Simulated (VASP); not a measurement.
Input of a VASP 6.6.1 run:

The input INCAR:

```
PREC = Accurate
ENCUT = 520
EDIFF = 1E-7
ISMEAR = -1
SIGMA = 0.05
LREAL = F
LASPH = T
NELM = 80
ALGO = Fast
ISIF = 2
LWAVE = F
LCHARG = F
GGA = PE
IBRION = 2
NSW = 60
EDIFFG = -0.01
```

The input KPOINTS:

```
Automatic mesh
0
Gamma
  7 7 7
```

The input POSCAR:

```
Au
1.0
    3.9819500000      0.0000000000      0.0000000000
    0.0000000000      3.9819500000      0.0000000000
    0.0000000000      0.0000000000      3.9819500000
Au
3
Direct
    0.5000000000      0.0000000000      0.0000000000
    0.0000000000      0.5000000000      0.0000000000
    0.0000000000      0.0000000000      0.5000000000
```

Potentials or basis: VASP PAW PBE potentials, release 64 (Au).

Launch:

```console
$ cat potpaw_PBE.64/Au/POTCAR > POTCAR
$ mpirun -np 1 vasp_std > vasp.out
```

Predict the band gap on the k mesh.

zero (an odd number of electrons rules out a gap without spin polarisation).

Final structure:
```
Au
1.0
     3.98195    0.00000    0.00000
     0.00000    3.98195    0.00000
     0.00000    0.00000    3.98195
Au
3
Direct
  0.50000 0.00000 0.00000
  0.00000 0.50000 0.00000
  0.00000 0.00000 0.50000
```

Caveat: the relaxation stopped at its first step, so nothing moved; spin-orbit coupling is left out, which moves the levels of the heavy elements.
